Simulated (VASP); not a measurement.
# SnTe in VASP: further runs, part 2 of 2

VASP 6.6.1. Earlier steps stand in the parts before.

## 6. Single point, PBE (zz strain of +1 %)

INCAR reads:

```
PREC     = Accurate       # precision mode
ENCUT    = 520            # plane-wave cutoff, eV
EDIFF    = 1E-6           # SCF threshold, eV
ISMEAR   = -1             # smearing method
SIGMA    = 0.08           # smearing width, eV
LREAL    = False          # projectors in reciprocal space
LASPH    = True           # aspherical terms in the spheres
NELM     = 60             # most SCF steps
ALGO     = Normal         # electronic algorithm
ISIF     = 2              # what is computed and relaxed
LWAVE    = False          # write WAVECAR
LCHARG   = False          # write CHGCAR
GGA      = PE             # functional
NBANDS   = 17             # bands
```

KPOINTS reads:

```
regular mesh
0
Gamma
  11 11 11
```

POSCAR reads:

```
SnTe
1.0
    0.0000000000      3.1565000000      3.1880650000
    3.1565000000      0.0000000000      3.1880650000
    3.1565000000      3.1565000000      0.0000000000
Sn Te
1 1
Direct
    0.0000000000      0.0000000000      0.0000000000
    0.5000000000      0.5000000000      0.5000000000
```

Potentials or basis: VASP PAW PBE potentials, release 64 (Sn_d, Te).

The run is started by

```console
$ cat potpaw_PBE.64/Sn_d/POTCAR potpaw_PBE.64/Te/POTCAR > POTCAR
$ mpirun -np 1 vasp_std > vasp.out
```

OUTCAR:

```text
PREC = Accurate
   ENCUT = 520
   EDIFF = 1E-6
   ISMEAR = -1
   LREAL = False
   LASPH = True
   NELM = 60
   ISIF = 2
   GGA = PE

 ion  position               nearest neighbor table
   1  0.000  0.000  0.000-   2 3.16   2 3.16   2 3.16   2 3.16   2 3.19   2 3.19
   2  0.500  0.500  0.500-   1 3.16   1 3.16   1 3.16   1 3.16   1 3.19   1 3.19

  LATTYP: Found a body centered tetragonal cell.
 ALAT       =     4.4639651096
 C/A-ratio  =     1.4283556980

  Lattice vectors:

 A1 = (  -3.1565000000,   0.0000000000,   3.1880650000)
 A2 = (   3.1565000000,   0.0000000000,   3.1880650000)
 A3 = (   0.0000000000,   3.1565000000,  -3.1880650000)

Analysis of symmetry for initial positions (statically):
=====================================================================
 Subroutine PRICEL returns:
 Original cell was already a primitive cell.

 Routine SETGRP: Setting up the symmetry group for a
 body centered tetragonal supercell.

 Subroutine GETGRP returns: Found 16 space group operations
 (whereof 16 operations were pure point group operations)
 out of a pool of 16 trial point group operations.

The static configuration has the point symmetry D_4h.
[... 160 lines left out ...]

 E-fermi :   6.7841     XC(G=0):  -9.4248

 val. band max:        6.6180706458   @ k =   0.4545   0.0000   0.0000
 cond. band min:       7.0282644980   @ k =   0.4545   0.0000   0.0000
 fundamental gap:      0.4101938522
 Fermi energy:         6.7841025315

 k-point     1 :       0.0000    0.0000    0.0000
  band No.  band energies     occupation
      1     -15.1296      2.00000
      2     -15.1256      2.00000
      3     -15.1238      2.00000
      4     -15.1238      2.00000
      5     -15.1206      2.00000
      6      -5.9244      2.00000
[... 457 lines left out ...]
      4     -15.1208      2.00000
      5     -15.1160      2.00000
      6      -5.2456      2.00000
[... 9 lines left out ...]
     16      14.5011      0.00000
     17      14.6830      0.00000

 [... further k-points ...]

------------------------ aborting loop because EDIFF is reached ----------------------------------------

  FORCE on cell =-STRESS in cart. coord.  units (eV):
  Direction    XX          YY          ZZ          XY          YZ          ZX
  --------------------------------------------------------------------------------------
  -------------------------------------------------------------------------------------
  Total        0.7583991      0.7583991      0.2590198      0.0000000      0.0000000     -0.0000000
  in kB       19.1266818     19.1266818      6.5324301      0.0000000      0.0000000     -0.0000000
  external PRESSURE =      14.9285979 kB  Pullay stress =       0.0000000 kB

 VOLUME and BASIS-vectors are now :
 -----------------------------------------------------------------------------
  energy-cutoff  :      520.00
  volume of cell :       63.53
      direct lattice vectors                 reciprocal lattice vectors
     0.000000000  3.156500000  3.188065000    -0.158403295  0.158403295  0.156834945
     3.156500000  0.000000000  3.188065000     0.158403295 -0.158403295  0.156834945
     3.156500000  3.156500000  0.000000000     0.158403295  0.158403295 -0.156834945

 POSITION                                       TOTAL-FORCE (eV/Angst)
 -----------------------------------------------------------------------------------
      0.00000      0.00000      0.00000         0.000000     -0.000000     -0.000000
      3.15650      3.15650      3.18806        -0.000000      0.000000      0.000000
 -----------------------------------------------------------------------------------
    total drift:                               -0.000000      0.000000      0.000000

  FREE ENERGIE OF THE ION-ELECTRON SYSTEM (eV)
  ---------------------------------------------------
  free  energy   TOTEN  =        -7.5536250895 eV

  energy  without entropy=       -7.5520607798  energy(sigma->0) =       -7.55284293
```

OSZICAR:

```text
N       E                     dE             d eps       ncg     rms          rms(c)
DAV:   1     0.125739834425E+03    0.12574E+03   -0.95608E+03  4352   0.134E+03
DAV:   2     0.402095583613E+01   -0.12172E+03   -0.11833E+03  4545   0.327E+02
DAV:   3    -0.727363413109E+01   -0.11295E+02   -0.11195E+02  5314   0.894E+01
DAV:   4    -0.759497505032E+01   -0.32134E+00   -0.32111E+00  5056   0.156E+01
DAV:   5    -0.760771647016E+01   -0.12741E-01   -0.12741E-01  6359   0.304E+00    0.443E+00
DAV:   6    -0.755164751500E+01    0.56069E-01   -0.13088E-01  5701   0.236E+00    0.277E+00
DAV:   7    -0.755307515015E+01   -0.14276E-02   -0.52637E-02  5208   0.109E+00    0.816E-01
DAV:   8    -0.755352176692E+01   -0.44662E-03   -0.71794E-03  5496   0.675E-01    0.168E-01
DAV:   9    -0.755362128387E+01   -0.99517E-04   -0.69133E-04  6043   0.251E-01    0.382E-02
DAV:  10    -0.755361877597E+01    0.25079E-05   -0.11713E-04  5638   0.894E-02    0.171E-02
DAV:  11    -0.755362545803E+01   -0.66821E-05   -0.43013E-05  5334   0.492E-02    0.266E-02
DAV:  12    -0.755362508950E+01    0.36853E-06   -0.24915E-06  5053   0.991E-03
   1 F= -.75536251E+01 E0= -.75528429E+01  d E =-.156431E-02
```

Run time: 3.6 min. Hardware: 1 thread of AMD EPYC 7R13, shared host; peak memory 0.27 GiB.

Results:

```yaml
Free_energy: -7.5536 eV
Pressure: 1.5 GPa
Band_gap_on_the_k_mesh: 0.41 eV
```

Caveat: the cell differs from its parent crystal (zz strain of +1 %); semilocal functionals underestimate gaps, and a narrow one can read as zero; spin-orbit coupling is left out, which moves the levels of the heavy elements.

## 7. Overview

```csv
spin,cell,gap on the mesh (eV),pressure (GPa)
"non-collinear, zero start, SOC","a = 4.464 Å, angles 60.0°, 2 atoms",-,2.0
off,"a = 4.398, b = 4.398, c = 4.330 Å, angles 60.5, 60.5, 59.0°, 2 atoms",0.29,5.6
off,"a = 4.420, b = 4.420, c = 4.464 Å, angles 59.7, 59.7, 60.7°, 2 atoms",0.41,3.1
off,"a = 4.442, b = 4.442, c = 4.464 Å, angles 59.8, 59.8, 60.3°, 2 atoms",0.42,2.5
off,"a = 4.486, b = 4.486, c = 4.464 Å, angles 60.2, 60.2, 59.7°, 2 atoms",0.41,1.5
```

Alike in all rows: task single point; level PBE; potentials or basis VASP PAW PBE potentials, release 64 (Sn_d, Te); k mesh 11 × 11 × 11; cutoff (eV) 520; smearing fermi-dirac 0.08 eV.

Caveats: semilocal functionals underestimate gaps, and a narrow one can read as zero (at least some runs); spin-orbit coupling is left out, which moves the levels of the heavy elements (at least some runs); the cell stands under pressure (at least some runs).

Total energies depend on the potentials used, so only differences within one code and one set of settings carry meaning.
